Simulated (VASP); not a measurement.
# HfC (P6_3/mmc) in VASP: a series of runs

HfC is run at these levels: LDA; tasks: single point.

All numbers are computed with VASP 6.6.1; they aren't measurements. Logs are shortened: lines on timing, memory, paths and dates and some standing lists are left out, and cuts for length are marked.

## Step 1: The cell of the first run

It takes space group P6_3/mmc (No. 194, hexagonal). Conventional cell: a = 3.387 Å, b = 3.387 Å, c = 5.271 Å, α = 90.00°, β = 90.00°, γ = 120.00°. Within 3.1 Å of Hf (site symmetry -6m2) lie 6 C at 2.36 Å. Within 3.1 Å of C (site symmetry -3m) lie 6 Hf at 2.36 Å and 2 C at 2.64 Å.

## Step 2: Single point, LDA

INCAR

```
SYSTEM = HfC
PREC = Accurate
ENCUT = 520
EDIFF = 1E-6
ISMEAR = -1
SIGMA = 0.1
LREAL = .FALSE.
LASPH = .TRUE.
NELM = 100
ALGO = Normal
ISIF = 2
LWAVE = .FALSE.
LCHARG = .FALSE.
NBANDS = 22
```

KPOINTS

```
regular mesh
0
G
  8 8 5
  0 0 0
```

POSCAR

```
HfC
1.0
    3.3868561743      0.0000000000      0.0000000000
   -1.6934280922      2.9331034851      0.0000000000
    0.0000000000      0.0000000000      5.2711786145
Hf C
2 2
Direct
    0.6666666667      0.3333333333      0.7500000000
    0.3333333333      0.6666666667      0.2500000000
    0.0000000000      0.0000000000      0.0000000000
    0.0000000000      0.0000000000      0.5000000000
```

Potentials or basis: VASP PAW LDA potentials, release 64 (Hf_pv, C).

Launch:

```bash
$ cat potpaw_LDA.64/Hf_pv/POTCAR potpaw_LDA.64/C/POTCAR > POTCAR
$ mpirun -np 1 vasp_std > vasp.out
```

OUTCAR:

```text
SYSTEM = HfC
   PREC = Accurate
   ENCUT = 520
   EDIFF = 1E-6
   ISMEAR = -1
   LREAL = .FALSE.
   LASPH = .TRUE.
   NELM = 100
   ISIF = 2

 ion  position               nearest neighbor table
   1  0.667  0.333  0.750-   3 2.36   4 2.36   3 2.36   4 2.36   3 2.36   4 2.36   2 3.28   2 3.28
                             2 3.28   2 3.28   2 3.28   2 3.28
   2  0.333  0.667  0.250-   3 2.36   4 2.36   3 2.36   4 2.36   3 2.36   4 2.36   1 3.28   1 3.28
                             1 3.28   1 3.28   1 3.28   1 3.28
   3  0.000  0.000  0.000-   1 2.36   2 2.36   1 2.36   2 2.36   1 2.36   2 2.36
   4  0.000  0.000  0.500-   1 2.36   2 2.36   1 2.36   2 2.36   1 2.36   2 2.36

  LATTYP: Found a hexagonal cell.
 ALAT       =     3.3868561743
 C/A-ratio  =     1.5563632889

  Lattice vectors:

 A1 = (   3.3868561743,   0.0000000000,   0.0000000000)
 A2 = (  -1.6934280922,   2.9331034851,   0.0000000000)
 A3 = (   0.0000000000,   0.0000000000,   5.2711786145)

Analysis of symmetry for initial positions (statically):
=====================================================================
 Subroutine PRICEL returns:
 Original cell was already a primitive cell.

 Routine SETGRP: Setting up the symmetry group for a
 hexagonal supercell.

 Subroutine GETGRP returns: Found 24 space group operations
 (whereof 12 operations were pure point group operations)
 out of a pool of 24 trial point group operations.

The static configuration has the point symmetry D_3d.
 The point group associated with its full space group is D_6h.

Analysis of symmetry for dynamics (positions and initial velocities):
=====================================================================
 Subroutine PRICEL returns:
 Original cell was already a primitive cell.

 Routine SETGRP: Setting up the symmetry group for a
 hexagonal supercell.

 Subroutine GETGRP returns: Found 24 space group operations
 (whereof 12 operations were pure point group operations)
 out of a pool of 24 trial point group operations.

The dynamic configuration has the point symmetry D_3d.
 The point group associated with its full space group is D_6h.

 Subroutine INISYM returns: Found 24 space group operations
 (whereof 12 operations are pure point group operations),
 and found     1 'primitive' translations

----------------------------------------------------------------------------------------

                                     Primitive cell

  volume of cell :      52.3639

  direct lattice vectors                    reciprocal lattice vectors
     3.386856174  0.000000000  0.000000000     0.295259069  0.170467903  0.000000000
    -1.693428092  2.933103485  0.000000000     0.000000000  0.340935806  0.000000000
     0.000000000  0.000000000  5.271178615     0.000000000  0.000000000  0.189710893

  length of vectors
     3.386856174  3.386856176  5.271178615     0.340935806  0.340935806  0.189710893

  position of ions in fractional coordinates (direct lattice)
     0.666666667  0.333333333  0.750000000
     0.333333333  0.666666667  0.250000000
     0.000000000  0.000000000  0.000000000
     0.000000000  0.000000000  0.500000000

  ion indices of the primitive-cell ions
   primitive index   ion index
                 1           1
                 2           2
                 3           3
                 4           4

----------------------------------------------------------------------------------------

 KPOINTS: regular mesh

Automatic generation of k-mesh.
 Grid dimensions read from file:
 generate k-points for:    8    8    5

 Generating k-lattice:

  Cartesian coordinates                     Fractional coordinates (reciprocal lattice)
     0.036907384  0.021308488  0.000000000     0.125000000  0.000000000  0.000000000
     0.000000000  0.042616976  0.000000000     0.000000000  0.125000000  0.000000000
     0.000000000  0.000000000  0.037942179     0.000000000  0.000000000  0.200000000

  Length of vectors
     0.042616976  0.042616976  0.037942179

  Shift w.r.t. Gamma in fractional coordinates (k-lattice)
     0.000000000  0.000000000  0.000000000

 Subroutine IBZKPT returns following result:
 ===========================================

 Found     30 irreducible k-points:

 Following reciprocal coordinates:
            Coordinates               Weight
  0.000000  0.000000  0.000000      1.000000
  0.125000  0.000000  0.000000      6.000000
  0.250000  0.000000  0.000000      6.000000
  0.375000  0.000000  0.000000      6.000000
  0.500000  0.000000  0.000000      3.000000
  0.125000  0.125000  0.000000      6.000000
[... 16 lines left out ...]
  0.250000  0.000000  0.400000     12.000000
  0.375000  0.000000  0.400000     12.000000
 [... further k-points ...]
   k-points           NKPTS =     30   k-points in BZ     NKDIM =     30   number of bands    NBANDS=     22
   number of dos      NEDOS =    301   number of ions     NIONS =      4
   total plane-waves  NPLWV =  31360
   dimension x,y,z NGX =    28 NGY =   28 NGZ =   40
   dimension x,y,z NGXF=    56 NGYF=   56 NGZF=   80
   ions per type =               2   2
   NGX,Y,Z   is equivalent  to a cutoff of  13.74, 13.74, 12.62 a.u.
   NGXF,Y,Z  is equivalent  to a cutoff of  27.49, 27.49, 25.23 a.u.
 SYSTEM =  HfC
   PREC   = accura    normal or accurate (medium, high low for compatibility)
   ISTART =      0    job   : 0-new  1-cont  2-samecut
   ICHARG =      2    charge: 1-file 2-atom 10-const
   ISPIN  =      1    spin polarized calculation?
   LNONCOLLINEAR =      F non collinear calculations
   LSORBIT =      F    spin-orbit coupling
   LASPH  =      T    aspherical Exc in radial PAW
   ENCUT  =  520.0 eV  38.22 Ry    6.18 a.u.   6.30  6.30  9.80*2*pi/ulx,y,z
   NELM   =    100;   NELMIN=  2; NELMDL= -5     # of ELM steps
   EDIFF  = 0.1E-05   stopping-criterion for ELM
   LREAL  =      F    real-space projection
   EDIFFG = 0.1E-04   stopping-criterion for IOM
   NSW    =      0    number of steps for IOM
   IBRION =     -1    ionic relax: 0-MD 1-quasi-New 2-CG
   NFREE  =      0    steps in history (QN), initial steepest desc. (CG)
   ISIF   =      2    stress and relaxation
   ISYM   =      2    0-nonsym 1-usesym 2-fastsym
   POTIM  = 0.5000    time-step for ionic-motion
   TEBEG  =    0.0;   TEEND  =   0.0 temperature during run
   PSTRESS=    0.0 pullay stress
   NELECT =      28.0000    total number of electrons
   NUPDOWN=      -1.0000    fix difference up-down
   EMIN   =  10.00;   EMAX   =-10.00  energy-range for DOS
   EFERMI =   0.00;   METHOD = LEGACY
   ISMEAR =    -1;   SIGMA  =   0.10  broadening in eV -4-tet -1-fermi 0-gaus
   EFERMI_NEDOS =   21; number of points for ismear=-14 and -15
   IALGO  =     38    algorithm
   IMIX   =      4    mixing-type and parameters
     AMIX     =   0.40;   BMIX     =  1.00
     AMIX_MAG =   1.60;   BMIX_MAG =  1.00
  volume/ion in A,a.u.               =      13.09        88.34
  Fermi-wavevector in a.u.,A,eV,Ry     =   1.328771  2.511014 24.022895  1.765633
  Thomas-Fermi vector in A             =   2.457984
   LORBIT       =      0    0 simple, 1 ext, 2 COOP (PROOUT), +10 PAW based schemes
   GGA     = CA    functional components
   LHFCALC =     F    Hartree Fock is set to
   AEXX    =    0.0000 exact exchange contribution
   IVDW    =     0    specifies the selected vdW correction
   LEPSILON=     F    determine dielectric tensor
   LRPA    =     F    only Hartree local field effects (RPA)
 non-spin polarized calculation
  energy-cutoff  :      520.00
  volume of cell :       52.36
 maximum number of plane-waves:      1424
 NGX is ok and might be reduce to    28
   NGX = 13   NGY = 13   NGZ = 19

 number of electron      27.9999998 magnetization

 Free energy of the ion-electron system (eV)
  ---------------------------------------------------
  ext. energy  EPLUGINS =         0.00000000
  ---------------------------------------------------
  free energy    TOTEN  =       -44.73837824 eV

  energy without entropy =      -44.71180709  energy(sigma->0) =      -44.72509267

 E-fermi :   5.9480     XC(G=0): -12.2902

 val. band max:        5.8685654037   @ k =   0.0000   0.0000   0.2000
 cond. band min:       6.1278040995   @ k =   0.3750   0.2500   0.0000
 fundamental gap:      0.2592386958
 Fermi energy:         5.9479754895

 k-point     1 :       0.0000    0.0000    0.0000
  band No.  band energies     occupation
      1     -24.5538      2.00000
      2     -24.0571      2.00000
      3     -24.0571      2.00000
      4     -23.9760      2.00000
      5     -23.9760      2.00000
      6     -23.9011      2.00000
[... 14 lines left out ...]
     21       9.8376      0.00000
     22      13.6979      0.00000

 k-point     2 :       0.1250    0.0000    0.0000
  band No.  band energies     occupation
      1     -24.5222      2.00000
      2     -24.1191      2.00000
      3     -24.0804      2.00000
      4     -24.0342      2.00000
      5     -23.9793      2.00000
      6     -23.9136      2.00000
[... 14 lines left out ...]
     21      10.6701      0.00000
     22      13.0450      0.00000

 k-point     3 :       0.2500    0.0000    0.0000
  band No.  band energies     occupation
      1     -24.4376      2.00000
      2     -24.2703      2.00000
      3     -24.1667      2.00000
      4     -24.1307      2.00000
      5     -23.9931      2.00000
      6     -23.9522      2.00000
[... 14 lines left out ...]
     21      12.1300      0.00000
     22      12.2569      0.00000
[... 476 lines left out ...]
 k-point    23 :       0.2500    0.0000    0.4000
  band No.  band energies     occupation
      1     -24.3817      2.00000
      2     -24.3019      2.00000
      3     -24.1204      2.00000
      4     -24.0836      2.00000
      5     -24.0410      2.00000
      6     -24.0281      2.00000
[... 14 lines left out ...]
     21      12.3520      0.00000
     22      12.5606      0.00000

 k-point    24 :       0.3750    0.0000    0.4000
  band No.  band energies     occupation
      1     -24.4755      2.00000
      2     -24.4267      2.00000
      3     -24.1200      2.00000
      4     -24.1156      2.00000
      5     -24.0687      2.00000
      6     -24.0337      2.00000
[... 14 lines left out ...]
     21      12.6966      0.00000
     22      12.9518      0.00000

 [... further k-points ...]
[... 5 lines left out ...]
  --------------------------------------------------------------------------------------
  -------------------------------------------------------------------------------------
  Total       -6.9442929     -6.9442929     -5.7300431      0.0000000      0.0000000      0.0000000
  in kB     -212.4744623   -212.4744622   -175.3220720      0.0000004      0.0000000      0.0000000
  external PRESSURE =    -200.0903321 kB  Pullay stress =       0.0000000 kB

 VOLUME and BASIS-vectors are now :
 -----------------------------------------------------------------------------
  energy-cutoff  :      520.00
  volume of cell :       52.36
      direct lattice vectors                 reciprocal lattice vectors
     3.386856174  0.000000000  0.000000000     0.295259069  0.170467903  0.000000000
    -1.693428092  2.933103485  0.000000000     0.000000000  0.340935806  0.000000000
     0.000000000  0.000000000  5.271178615     0.000000000  0.000000000  0.189710893

 POSITION                                       TOTAL-FORCE (eV/Angst)
 -----------------------------------------------------------------------------------
      1.69343      0.97770      3.95338        -0.000000     -0.000000      0.000000
     -0.00000      1.95540      1.31779         0.000000      0.000000      0.000000
      0.00000      0.00000      0.00000         0.000000     -0.000000      0.000000
      0.00000      0.00000      2.63559        -0.000000     -0.000000      0.000000
 -----------------------------------------------------------------------------------
    total drift:                               -0.000000      0.000000     -0.000000

  FREE ENERGIE OF THE ION-ELECTRON SYSTEM (eV)
  ---------------------------------------------------
  free  energy   TOTEN  =       -44.7383782419 eV

  energy  without entropy=      -44.7118070917  energy(sigma->0) =      -44.72509267
```

Wall time 25 s (1 thread of Intel Xeon Platinum 8259CL at 2.50GHz (Skylake/Cascade Lake), shared host); peak memory 0.17 GiB.

What came out:

```
Free energy            : -44.7384 eV
Pressure               : -20.0 GPa
Band gap on the k mesh : zero (band 14 reaches 6.94 eV, above the bottom of band 15 at 5.82 eV)
```

Stress tensor (GPa, compression positive):
```
-21.25   0.00   0.00
  0.00 -21.25   0.00
  0.00   0.00 -17.53
```

Levels at points of the mesh, in eV from the Fermi level:
```tsv
k point	band 11	band 12	band 13	band 14	band 15	band 16	band 17	band 18
(0.00, 0.00, 0.00)	-2.94	-1.11	-1.11	1.00	1.39	1.39	1.84	1.84
(0.50, 0.00, 0.00)	-3.29	-3.15	-1.68	-1.06	1.41	4.13	4.55	4.56
```

Caveat: spin-orbit coupling is left out, which moves the levels of the heavy elements.

## Step 3: Single point, LDA

This run uses another cell than the first one, of 13.34 Å³/atom, 1.019 times its volume.

INCAR

```
SYSTEM = HfC
ALGO     = Normal         ! electronic algorithm
EDIFF    = 1E-7           ! SCF threshold, eV
ENCUT    = 520            ! plane-wave cutoff, eV
GGA      = CA             ! functional
ISIF     = 2              ! what is computed and relaxed
ISMEAR   = -1             ! smearing method
LASPH    = .TRUE.         ! aspherical terms in the spheres
LCHARG   = .TRUE.         ! write CHGCAR
LELF     = .TRUE.         ! ELF
LREAL    = .FALSE.        ! projectors in reciprocal space
LVHAR    = .TRUE.       
LWAVE    = .FALSE.        ! write WAVECAR
NBANDS   = 22             ! bands
NELM     = 100            ! most SCF steps
PREC     = Accurate       ! precision mode
SIGMA    = 0.1            ! smearing width, eV
```

KPOINTS

```
k-points
0
G
  8 8 5
  0 0 0
```

POSCAR

```
HfC
1.0
    3.4084290882      0.0000000000      0.0000000000
   -1.7042145492      2.9517861766      0.0000000000
    0.0000000000      0.0000000000      5.3047539058
Hf C
2 2
Direct
    0.6666666667      0.3333333333      0.7500000000
    0.3333333333      0.6666666667      0.2500000000
    0.0000000000      0.0000000000      0.0000000000
    0.0000000000      0.0000000000      0.5000000000
```

Potentials or basis: VASP PAW LDA potentials, release 64 (Hf_pv, C).

Launch:

```bash
$ cat potpaw_LDA.64/Hf_pv/POTCAR potpaw_LDA.64/C/POTCAR > POTCAR
$ mpirun -np 1 vasp_std > vasp.out
```

Wall time 30 s (1 thread of Intel Xeon Platinum 8259CL at 2.50GHz (Skylake/Cascade Lake), shared host); peak memory 0.17 GiB.

Results (log left out):

- Free energy: -44.6025 eV
- Pressure: -23.3 GPa
- Band gap on the k mesh: zero (band 14 reaches 6.79 eV, above the bottom of band 15 at 5.69 eV)

Stress tensor (GPa, compression positive):
```
-24.55   0.00   0.00
  0.00 -24.55   0.00
  0.00   0.00 -20.68
```

Levels at points of the mesh, in eV from the Fermi level:
```
           k point  band 12  band 13  band 14  band 15  band 16  band 17
(0.00, 0.00, 0.00)    -1.09    -1.09     0.98     1.37     1.37     1.80
(0.50, 0.00, 0.00)    -3.13    -1.65    -1.08     1.37     4.03     4.44
```

Caveat: spin-orbit coupling is left out, which moves the levels of the heavy elements.
